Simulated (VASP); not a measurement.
# HfS2 (P-3m1) in VASP: phonons with PBE+D3(BJ)

Aim: the phonons of HfS2 with PBE+D3(BJ).

All numbers are computed with VASP 6.6.1; they aren't measurements. Logs are shortened: lines on timing, memory, paths and dates and some standing lists are left out, and cuts for length are marked.

## Step 1: The cell of the first run

Symmetry: P-3m1, No. 164, trigonal system. The conventional cell has a = 3.444 Å, b = 3.444 Å, c = 5.260 Å, α = 90.00°, β = 90.00°, γ = 120.00°. Hf (site symmetry -3m) has 6 S at 2.48 Å within 3.3 Å. Within 3.3 Å of S (site symmetry 3m) lie 3 Hf at 2.48 Å and 3 S at 3.03 Å.

## Step 2: Phonons, PBE+D3(BJ)

INCAR reads:

```
SYSTEM = HfS2
ALGO     = Normal         ! electronic algorithm
EDIFF    = 1E-8           ! SCF threshold, eV
ENCUT    = 500            ! plane-wave cutoff, eV
GGA      = PE             ! functional
GGA_COMPAT= .False.      
IBRION   = 6              ! ionic algorithm
ISIF     = 2              ! what is computed and relaxed
ISMEAR   = -1             ! smearing method
IVDW     = 12             ! dispersion correction
LASPH    = .True.         ! aspherical terms in the spheres
LCHARG   = .False.        ! write CHGCAR
LREAL    = .False.        ! projectors in reciprocal space
LWAVE    = .False.        ! write WAVECAR
NELM     = 120            ! most SCF steps
NFREE    = 2            
NSW      = 1              ! ionic steps
POTIM    = 0.015          ! step
PREC     = Accurate       ! precision mode
SIGMA    = 0.15           ! smearing width, eV
```

KPOINTS reads:

```
k-points
0
Gamma
  12 12 8
  0 0 0
```

POSCAR reads:

```
HfS2
1.0
    3.4439605021      0.0000000000      0.0000000000
   -1.7219802511      2.9825572845      0.0000000000
    0.0000000000      0.0000000000      5.2595244377
Hf S
1 2
Direct
    0.0000000000      0.0000000000      0.0000000000
    0.6666666667      0.3333333333      0.7173688038
    0.3333333333      0.6666666667      0.2826311962
```

Potentials or basis: VASP PAW PBE potentials, release 64 (Hf_pv, S).

Command:

```bash
> cat potpaw_PBE.64/Hf_pv/POTCAR potpaw_PBE.64/S/POTCAR > POTCAR
> mpirun -np 1 vasp_std > vasp.out
```

OUTCAR:

```text
SYSTEM = HfS2
   EDIFF = 1E-8
   ENCUT = 500
   GGA = PE
   IBRION = 6
   ISIF = 2
   ISMEAR = -1
   IVDW = 12
   LASPH = .True.
   LREAL = .False.
   NELM = 120
   NFREE = 2
   NSW = 1
   POTIM = 0.015
   PREC = Accurate
 IVDW          = 12

 ion  position               nearest neighbor table
   1  0.000  0.000  0.000-   2 2.48   3 2.48   2 2.48   3 2.48   2 2.48   3 2.48
   2  0.667  0.333  0.717-   1 2.48   1 2.48   1 2.48
   3  0.333  0.667  0.283-   1 2.48   1 2.48   1 2.48

  LATTYP: Found a hexagonal cell.
 ALAT       =     3.4439605021
 C/A-ratio  =     1.5271732746

  Lattice vectors:

 A1 = (   3.4439605021,   0.0000000000,   0.0000000000)
 A2 = (  -1.7219802511,   2.9825572845,   0.0000000000)
 A3 = (   0.0000000000,   0.0000000000,   5.2595244377)

Analysis of symmetry for initial positions (statically):
=====================================================================
 Subroutine PRICEL returns:
 Original cell was already a primitive cell.

 Routine SETGRP: Setting up the symmetry group for a
 hexagonal supercell.

 Subroutine GETGRP returns: Found 12 space group operations
 (whereof 12 operations were pure point group operations)
 out of a pool of 24 trial point group operations.

The static configuration has the point symmetry D_3d.

Analysis of symmetry for dynamics (positions and initial velocities):
=====================================================================
 Subroutine PRICEL returns:
 Original cell was already a primitive cell.

 Routine SETGRP: Setting up the symmetry group for a
 hexagonal supercell.

 Subroutine GETGRP returns: Found 12 space group operations
 (whereof 12 operations were pure point group operations)
 out of a pool of 24 trial point group operations.

The dynamic configuration has the point symmetry D_3d.

 Subroutine INISYM returns: Found 12 space group operations
 (whereof 12 operations are pure point group operations),
 and found     1 'primitive' translations

----------------------------------------------------------------------------------------

                                     Primitive cell

  volume of cell :      54.0248

[... 137 lines left out ...]
  free energy    TOTEN  =       -22.32796288 eV

  energy without entropy =      -22.30937758  energy(sigma->0) =      -22.31867023

------------------------ aborting loop because EDIFF is reached ----------------------------------------

 Edisp (eV)   -1.24930

 E8    (eV) :    -0.5417
[... 319 lines left out ...]
--------------------------------------- Ionic step        9  -------------------------------------------

 number of electron      22.0000000 magnetization

 Free energy of the ion-electron system (eV)
  ---------------------------------------------------
  ext. energy  EPLUGINS =         0.00000000
  ---------------------------------------------------
  free energy    TOTEN  =       -22.32521791 eV

  energy without entropy =      -22.30603591  energy(sigma->0) =      -22.31562691

 E-fermi :   6.0065     XC(G=0): -10.8605

 val. band max:        5.8145505996   @ k =   0.0000   0.0833   0.1250
 cond. band min:       6.1106015856   @ k =   0.0833  -0.0000   0.0000
 fundamental gap:      0.2960509860
 Fermi energy:         6.0065122088

 k-point     1 :       0.0000    0.0000    0.0000
  band No.  band energies     occupation
      1     -24.8494      2.00000
      2     -24.6775      2.00000
      3     -24.6775      2.00000
      4      -8.5679      2.00000
      5      -5.8336      2.00000
      6      -0.5013      2.00000
      7       2.7475      2.00000
      8       2.7475      2.00000
      9       5.7344      1.71969
     10       5.7344      1.71969
     11       6.3118      0.23110
     12       7.7111      0.00002
     13       7.7111      0.00002
     14       7.8590      0.00001
[... 401 lines left out ...]
      2     -24.7650      2.00000
      3     -24.6968      2.00000
      4      -8.1263      2.00000
      5      -6.0292      2.00000
      6       0.1008      2.00000
      7       2.5850      2.00000
      8       2.8221      2.00000
      9       3.4216      2.00000
     10       5.1426      1.99372
     11       5.6803      1.79590
     12       7.2922      0.00038
     13       8.4405      0.00000
     14       8.7315      0.00000
     15      10.4509      0.00000

 [... further k-points ...]

------------------------ aborting loop because EDIFF is reached ----------------------------------------

 Edisp (eV)   -1.24944

 E8    (eV) :    -0.5418
[... 26 lines left out ...]
  FREE ENERGIE OF THE ION-ELECTRON SYSTEM (eV)
  ---------------------------------------------------
  free  energy   TOTEN  =       -23.5746531983 eV

  energy  without entropy=      -23.5554711991  energy(sigma->0) =      -23.56506220

 INTERNAL STRAIN TENSORS FROM DISPLACED ATOMS
 ============================================

 INTERNAL STRAIN TENSOR FOR ION    1 for displacements in x,y,z  (eV/Angst):
          X           Y           Z          XY          YZ          ZX
  --------------------------------------------------------------------------------
  x     0.00000     0.00000     0.00000     0.00000     0.00000     0.00000
  y     0.00000     0.00000     0.00000     0.00000     0.00000     0.00000
  z     0.00000     0.00000     0.00000     0.00000     0.00000     0.00000

 INTERNAL STRAIN TENSOR FOR ION    3 for displacements in x,y,z  (eV/Angst):
          X           Y           Z          XY          YZ          ZX
  --------------------------------------------------------------------------------
  x    -0.00000     0.00000    -0.00000     4.76611     0.00000   -11.45497
  y     4.76611    -4.76611     0.00000     0.00000   -11.45497     0.00000
  z   -11.82207   -11.82207   -15.26794     0.00000     0.00000     0.00000

 Eigenvectors and eigenvalues of the dynamical matrix
 ----------------------------------------------------

   1 f  =   11.607106 THz    72.929596 2PiTHz  387.171373 cm-1    48.003111 meV
             X         Y         Z           dx          dy          dz
      0.000000  0.000000  0.000000    -0.000000   -0.000000    0.000000
      1.721980  0.994186  3.773019    -0.000000   -0.000000   -0.707107
     -0.000000  1.988372  1.486506     0.000000    0.000000    0.707107
[... 43 lines left out ...]
   9 f/i=    0.001856 THz     0.011661 2PiTHz    0.061906 cm-1     0.007675 meV
             X         Y         Z           dx          dy          dz
      0.000000  0.000000  0.000000     0.106441   -0.850910   -0.000000
      1.721980  0.994186  3.773019     0.045150   -0.360934   -0.000000
     -0.000000  1.988372  1.486506     0.045150   -0.360934   -0.000000

 ELASTIC MODULI CONTR FROM IONIC RELAXATION (kBar)
 Direction    XX          YY          ZZ          XY          YZ          ZX
 --------------------------------------------------------------------------------
 XX        -617.3527   -320.5835   -605.6617      0.0000    356.6310     -0.0000
 YY        -320.5835   -617.3527   -605.6617      0.0000   -356.6310      0.0000
 ZZ        -605.6617   -605.6617   -782.1983      0.0000      0.0000     -0.0000
 XY           0.0000      0.0000      0.0000   -148.3846      0.0000    356.6308
 YZ         356.6310   -356.6310      0.0000      0.0000   -857.1352      0.0000
 ZX          -0.0000      0.0000     -0.0000    356.6308      0.0000   -857.1344
 --------------------------------------------------------------------------------
```

OSZICAR:

```text
N       E                     dE             d eps       ncg     rms          rms(c)
DAV:   1     0.917577964747E+02    0.91758E+02   -0.11162E+04  3930   0.130E+03
[... 101 lines left out ...]
DAV:   2    -0.223254319281E+02   -0.32631E-02   -0.40658E-02  5575   0.132E+00    0.646E-01
DAV:   3    -0.223252387982E+02    0.19313E-03   -0.10095E-03  4616   0.207E-01    0.274E-01
DAV:   4    -0.223252199863E+02    0.18812E-04   -0.19811E-04  5463   0.807E-02    0.917E-02
DAV:   5    -0.223252193074E+02    0.67894E-06   -0.15229E-05  5253   0.266E-02    0.213E-02
DAV:   6    -0.223252180811E+02    0.12263E-05   -0.31825E-06  5106   0.108E-02    0.137E-02
DAV:   7    -0.223252179328E+02    0.14826E-06   -0.12287E-06  5225   0.605E-03    0.479E-03
DAV:   8    -0.223252179098E+02    0.23038E-07   -0.18406E-07  5309   0.251E-03    0.217E-03
DAV:   9    -0.223252179108E+02   -0.97884E-09   -0.10087E-08  2949   0.699E-04
   9 F= -.23574653E+02 E0= -.23565062E+02  d E =-.191820E-01
```

stdout:

```text
POSCAR found type information on POSCAR HfS
 POSCAR found :  2 types and       3 ions
 scaLAPACK will be used
 LDA part: xc-table for (Slater+PW92), standard interpolation
 POSCAR, INCAR and KPOINTS ok, starting setup
 FFT: planning ... GRIDC
 FFT: planning ... GRID_SOFT
 FFT: planning ... GRID
 WAVECAR not read
 entering main loop
 Found     4 degrees of freedom:
 Finite differences POTIM= 0.01500 DOF=   4
 bond charge predicted
 Finite differences progress:
 bond charge predicted
 Finite differences progress:
 bond charge predicted
 Finite differences progress:
 bond charge predicted
 Finite differences progress:
 bond charge predicted
 Finite differences progress:
 bond charge predicted
 Finite differences progress:
 bond charge predicted
 Finite differences progress:
 bond charge predicted
 Finite differences progress:
```

Wall time 15 min (1 thread of Intel Xeon 6975P-C (Granite Rapids), shared host); peak memory 0.78 GiB.

Results:

```
Highest phonon frequency at Γ, LO-TO splitting left out : 387 cm⁻¹
Dispersion energy per atom                              : -0.416 eV
```

Phonon frequencies in cm⁻¹ (negative: imaginary):
```tsv
q point	frequencies
(0.000, 0.000, 0.000)	0 0 0 186 186 277 277 343 387
```

Caveat: the cell stands under pressure or tension, which shifts response properties; spin-orbit coupling is left out, which moves the levels of the heavy elements.
